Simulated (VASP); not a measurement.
# Sc (Pm-3m) in VASP: density of states with PBE

Aim: the density of states of Sc with PBE.

Everything below comes from runs of VASP 6.6.1. Logs are shortened: lines on timing, memory, paths and dates and some standing lists are left out, and cuts for length are marked.

### Step 1. The cell of the first run

Symmetry: Pm-3m, No. 221, cubic system. Conventional cell: a = 2.970 Å, b = 2.970 Å, c = 2.970 Å, α = 90.00°, β = 90.00°, γ = 90.00°. Within 3.9 Å of Sc (site symmetry m-3m) lie 6 Sc at 2.97 Å.

### Step 2. Density of states, PBE

POSCAR reads:

```
Sc
1.0
    2.9704436732      0.0000000000      0.0000000000
    0.0000000000      2.9704436732      0.0000000000
    0.0000000000      0.0000000000      2.9704436732
Sc
1
Direct
    0.0000000000      0.0000000000      0.0000000000
```

INCAR.step1 reads:

```
SYSTEM = Sc
ALGO = Normal ; EDIFF = 1E-6
ENCUT = 520 ; GGA = PE
ISIF = 2 ; ISMEAR = -1
LASPH = .TRUE. ; LCHARG = .TRUE.
LMAXMIX = 4 ; LREAL = .FALSE.
LWAVE = .FALSE. ; NBANDS = 12
NELM = 100 ; PREC = Accurate
SIGMA = 0.08
```

KPOINTS.step1 reads:

```
k-points
0
G
  13 13 13
  0 0 0
```

INCAR.step2 reads:

```
SYSTEM = Sc
ALGO = Normal ; EDIFF = 1E-6
ENCUT = 520 ; GGA = PE
ICHARG = 11 ; ISIF = 2
ISMEAR = -5 ; LASPH = .TRUE.
LCHARG = .FALSE. ; LMAXMIX = 4
LORBIT = 10 ; LREAL = .FALSE.
LWAVE = .FALSE. ; NBANDS = 12
NEDOS = 2001 ; NELM = 100
PREC = Accurate ; SIGMA = 0.08
```

KPOINTS.step2 reads:

```
k-points
0
G
  20 20 20
  0 0 0
```

Potentials or basis: VASP PAW PBE potentials, release 64 (Sc_sv).

On the command line:

```
$ cat potpaw_PBE.64/Sc_sv/POTCAR > POTCAR
$ cp INCAR.step1 INCAR
$ cp KPOINTS.step1 KPOINTS
$ mpirun -np 1 vasp_std > vasp.out
$ cp INCAR.step2 INCAR
$ cp KPOINTS.step2 KPOINTS
$ mpirun -np 1 vasp_std > vasp.out
```

OUTCAR:

```text
SYSTEM = Sc
   EDIFF = 1E-6
   ENCUT = 520
   GGA = PE
   ICHARG = 11
   ISIF = 2
   ISMEAR = -5
   LASPH = .TRUE.
   LORBIT = 10
   LREAL = .FALSE.
   NELM = 100
   PREC = Accurate

 ion  position               nearest neighbor table
   1  0.000  0.000  0.000-

  LATTYP: Found a simple cubic cell.
 ALAT       =     2.9704436732

  Lattice vectors:

 A1 = (   2.9704436732,   0.0000000000,   0.0000000000)
 A2 = (   0.0000000000,   2.9704436732,   0.0000000000)
 A3 = (   0.0000000000,   0.0000000000,   2.9704436732)

Analysis of symmetry for initial positions (statically):
=====================================================================
 Subroutine PRICEL returns:
 Original cell was already a primitive cell.

 Routine SETGRP: Setting up the symmetry group for a
 simple cubic supercell.

 Subroutine GETGRP returns: Found 48 space group operations
 (whereof 48 operations were pure point group operations)
 out of a pool of 48 trial point group operations.

The static configuration has the point symmetry O_h .

Analysis of symmetry for dynamics (positions and initial velocities):
=====================================================================
 Subroutine PRICEL returns:
 Original cell was already a primitive cell.

 Routine SETGRP: Setting up the symmetry group for a
 simple cubic supercell.

 Subroutine GETGRP returns: Found 48 space group operations
 (whereof 48 operations were pure point group operations)
 out of a pool of 48 trial point group operations.

The dynamic configuration has the point symmetry O_h .

 Subroutine INISYM returns: Found 48 space group operations
 (whereof 48 operations are pure point group operations),
 and found     1 'primitive' translations

----------------------------------------------------------------------------------------

                                     Primitive cell

  volume of cell :      26.2098

  direct lattice vectors                    reciprocal lattice vectors
     2.970443673  0.000000000  0.000000000     0.336650046  0.000000000  0.000000000
     0.000000000  2.970443673  0.000000000     0.000000000  0.336650046  0.000000000
     0.000000000  0.000000000  2.970443673     0.000000000  0.000000000  0.336650046

  length of vectors
     2.970443673  2.970443673  2.970443673     0.336650046  0.336650046  0.336650046

  position of ions in fractional coordinates (direct lattice)
     0.000000000  0.000000000  0.000000000

  ion indices of the primitive-cell ions
   primitive index   ion index
                 1           1

----------------------------------------------------------------------------------------

 KPOINTS: k-points

Automatic generation of k-mesh.
 Grid dimensions read from file:
 generate k-points for:   20   20   20

 Generating k-lattice:

  Cartesian coordinates                     Fractional coordinates (reciprocal lattice)
     0.016832502  0.000000000  0.000000000     0.050000000  0.000000000  0.000000000
     0.000000000  0.016832502  0.000000000     0.000000000  0.050000000  0.000000000
     0.000000000  0.000000000  0.016832502     0.000000000  0.000000000  0.050000000

  Length of vectors
     0.016832502  0.016832502  0.016832502

  Shift w.r.t. Gamma in fractional coordinates (k-lattice)
     0.000000000  0.000000000  0.000000000

 TETIRR: Found   3982 inequivalent tetrahedra from    48000

 Subroutine IBZKPT returns following result:
 ===========================================

 Found    286 irreducible k-points:

 Following reciprocal coordinates:
            Coordinates               Weight
  0.000000  0.000000  0.000000      1.000000
  0.050000  0.000000  0.000000      6.000000
  0.100000  0.000000  0.000000      6.000000
  0.150000  0.000000  0.000000      6.000000
  0.200000  0.000000  0.000000      6.000000
  0.250000  0.000000  0.000000      6.000000
[... 16 lines left out ...]
  0.150000  0.100000  0.000000     24.000000
  0.200000  0.100000  0.000000     24.000000
 [... further k-points ...]
   k-points           NKPTS =    286   k-points in BZ     NKDIM =    286   number of bands    NBANDS=     12
   number of dos      NEDOS =   2001   number of ions     NIONS =      1
   total plane-waves  NPLWV =  13824
   dimension x,y,z NGX =    24 NGY =   24 NGZ =   24
   dimension x,y,z NGXF=    48 NGYF=   48 NGZF=   48
   ions per type =               1
   NGX,Y,Z   is equivalent  to a cutoff of  13.43, 13.43, 13.43 a.u.
   NGXF,Y,Z  is equivalent  to a cutoff of  26.86, 26.86, 26.86 a.u.
 SYSTEM =  Sc
   PREC   = accura    normal or accurate (medium, high low for compatibility)
   ISTART =      0    job   : 0-new  1-cont  2-samecut
   ICHARG =     11    charge: 1-file 2-atom 10-const
   ISPIN  =      1    spin polarized calculation?
   LNONCOLLINEAR =      F non collinear calculations
   LSORBIT =      F    spin-orbit coupling
   LASPH  =      T    aspherical Exc in radial PAW
   ENCUT  =  520.0 eV  38.22 Ry    6.18 a.u.   5.52  5.52  5.52*2*pi/ulx,y,z
   NELM   =    100;   NELMIN=  2; NELMDL=  0     # of ELM steps
   EDIFF  = 0.1E-05   stopping-criterion for ELM
   LREAL  =      F    real-space projection
   EDIFFG = 0.1E-04   stopping-criterion for IOM
   NSW    =      0    number of steps for IOM
   IBRION =     -1    ionic relax: 0-MD 1-quasi-New 2-CG
   NFREE  =      0    steps in history (QN), initial steepest desc. (CG)
   ISIF   =      2    stress and relaxation
   ISYM   =      2    0-nonsym 1-usesym 2-fastsym
   POTIM  = 0.5000    time-step for ionic-motion
   TEBEG  =    0.0;   TEEND  =   0.0 temperature during run
   PSTRESS=    0.0 pullay stress
   NELECT =      11.0000    total number of electrons
   NUPDOWN=      -1.0000    fix difference up-down
   EMIN   =  10.00;   EMAX   =-10.00  energy-range for DOS
   EFERMI =   0.00;   METHOD = LEGACY
   ISMEAR =    -5;   SIGMA  =   0.08  broadening in eV -4-tet -1-fermi 0-gaus
   EFERMI_NEDOS =   21; number of points for ismear=-14 and -15
   IALGO  =     38    algorithm
   IMIX   =      4    mixing-type and parameters
     AMIX     =   0.40;   BMIX     =  1.00
     AMIX_MAG =   1.60;   BMIX_MAG =  1.00
  volume/ion in A,a.u.               =      26.21       176.87
  Fermi-wavevector in a.u.,A,eV,Ry     =   1.225701  2.316238 20.440604  1.502342
  Thomas-Fermi vector in A             =   2.360729
   LORBIT       =     10    0 simple, 1 ext, 2 COOP (PROOUT), +10 PAW based schemes
   GGA     = PE    functional components
   LHFCALC =     F    Hartree Fock is set to
   AEXX    =    0.0000 exact exchange contribution
   IVDW    =     0    specifies the selected vdW correction
   LEPSILON=     F    determine dielectric tensor
   LRPA    =     F    only Hartree local field effects (RPA)
 non-spin polarized calculation
 Fermi weights with tetrahedron method with Bloechl corrections
  energy-cutoff  :      520.00
  volume of cell :       26.21
 maximum number of plane-waves:       739
 NGX is ok and might be reduce to    24

 number of electron      10.9999998 magnetization

 Free energy of the ion-electron system (eV)
  ---------------------------------------------------
  ext. energy  EPLUGINS =         0.00000000
  ---------------------------------------------------
  free energy    TOTEN  =        -5.48175978 eV

  energy without entropy =       -5.48175978  energy(sigma->0) =       -5.48175978

 E-fermi :   3.4565     XC(G=0):  -9.5690

 val. band max:        3.4610837091   @ k =   0.4000   0.1500   0.1500
 cond. band min:       3.4461173513   @ k =   0.4500   0.2500   0.1500
 fundamental gap:     -0.0149663578
 Fermi energy:         3.4564698687

 k-point     1 :       0.0000    0.0000    0.0000
  band No.  band energies     occupation
      1     -46.2499      2.00000
      2     -24.6268      2.00000
      3     -24.6268      2.00000
      4     -24.6268      2.00000
      5      -1.5555      2.00000
      6       2.9592      2.00000
      7       2.9592      2.00000
      8       7.1826      0.00000
      9       7.1826      0.00000
     10       7.1826      0.00000
     11      15.5916      0.00000
     12      15.5916      0.00000

 k-point     2 :       0.0500    0.0000    0.0000
  band No.  band energies     occupation
      1     -46.2484      2.00000
      2     -24.6397      2.00000
      3     -24.6257      2.00000
      4     -24.6257      2.00000
      5      -1.5047      2.00000
      6       2.9725      2.00000
      7       2.9902      2.00000
      8       7.1358      0.00000
      9       7.1358      0.00000
     10       7.1859      0.00000
     11      15.1649      0.00000
     12      15.6782      0.00000

 k-point     3 :       0.1000    0.0000    0.0000
  band No.  band energies     occupation
      1     -46.2440      2.00000
      2     -24.6770      2.00000
      3     -24.6225      2.00000
      4     -24.6225      2.00000
      5      -1.3542      2.00000
      6       3.0114      2.00000
      7       3.0789      2.00000
      8       7.0039      0.00000
      9       7.0039      0.00000
     10       7.1956      0.00000
     11      14.2329      0.00000
     12      15.9295      0.00000
[... 286 lines left out ...]
 k-point    23 :       0.1500    0.1000    0.0000
  band No.  band energies     occupation
      1     -46.2314      2.00000
      2     -24.7301      2.00000
      3     -24.6670      2.00000
      4     -24.6134      2.00000
      5      -0.9149      2.00000
      6       3.1635      2.00000
      7       3.3042      2.06702
      8       6.5987      0.00000
      9       6.8159      0.00000
     10       7.0525      0.00000
     11      13.4386      0.00000
     12      14.8238      0.00000

 k-point    24 :       0.2000    0.1000    0.0000
  band No.  band energies     occupation
      1     -46.2229      2.00000
      2     -24.8017      2.00000
      3     -24.6605      2.00000
      4     -24.6072      2.00000
      5      -0.5914      2.00000
      6       3.2442      2.00000
      7       3.4618      0.80370
      8       6.3587      0.00000
      9       6.5942      0.00000
     10       7.0713      0.00000
     11      12.4067      0.00000
     12      15.2109      0.00000

 [... further k-points ...]

------------------------ aborting loop because EDIFF is reached ----------------------------------------

  FORCE on cell =-STRESS in cart. coord.  units (eV):
  Direction    XX          YY          ZZ          XY          YZ          ZX
  --------------------------------------------------------------------------------------
  -------------------------------------------------------------------------------------
  Total       -0.1001050     -0.1001050     -0.1001050     -0.0000000     -0.0000000     -0.0000000
  in kB       -6.1193120     -6.1193120     -6.1193120     -0.0000000     -0.0000000     -0.0000000
  external PRESSURE =      -6.1193120 kB  Pullay stress =       0.0000000 kB

 VOLUME and BASIS-vectors are now :
 -----------------------------------------------------------------------------
  energy-cutoff  :      520.00
  volume of cell :       26.21
      direct lattice vectors                 reciprocal lattice vectors
     2.970443673  0.000000000  0.000000000     0.336650046  0.000000000  0.000000000
     0.000000000  2.970443673  0.000000000     0.000000000  0.336650046  0.000000000
     0.000000000  0.000000000  2.970443673     0.000000000  0.000000000  0.336650046

 POSITION                                       TOTAL-FORCE (eV/Angst)
 -----------------------------------------------------------------------------------
      0.00000      0.00000      0.00000         0.000000      0.000000      0.000000
 -----------------------------------------------------------------------------------
    total drift:                                0.000000     -0.000000     -0.000000

  FREE ENERGIE OF THE ION-ELECTRON SYSTEM (eV)
  ---------------------------------------------------
  free  energy   TOTEN  =        -5.4817597800 eV

  energy  without entropy=       -5.4817597800  energy(sigma->0) =       -5.48175978

 total charge

# of ion       s       p       d       tot
------------------------------------------
    1        2.276   6.067   1.104   9.447
```

Wall time 25 s (1 thread of Intel Xeon 6975P-C (Granite Rapids), shared host); peak memory 0.2 GiB.

Results:

| Quantity | Value |
| --- | --- |
| Valence electrons inside the program's atomic spheres | Sc 9.45 |

Levels at points of the mesh, in eV from the Fermi level:
```
           k point  band 3  band 4  band 5  band 6  band 7  band 8
(0.00, 0.00, 0.00)  -28.08  -28.08   -5.01   -0.50   -0.50    3.73
(0.50, 0.00, 0.00)  -28.04  -28.04   -1.68   -0.54    0.10    2.20
(0.50, 0.50, 0.00)  -28.52  -28.00   -1.72    0.21    2.55    2.55
(0.50, 0.50, 0.50)  -28.46  -28.46   -0.46   -0.46   -0.46    4.69
```

Caveat: tetrahedron occupations give inexact forces and stress in metals.
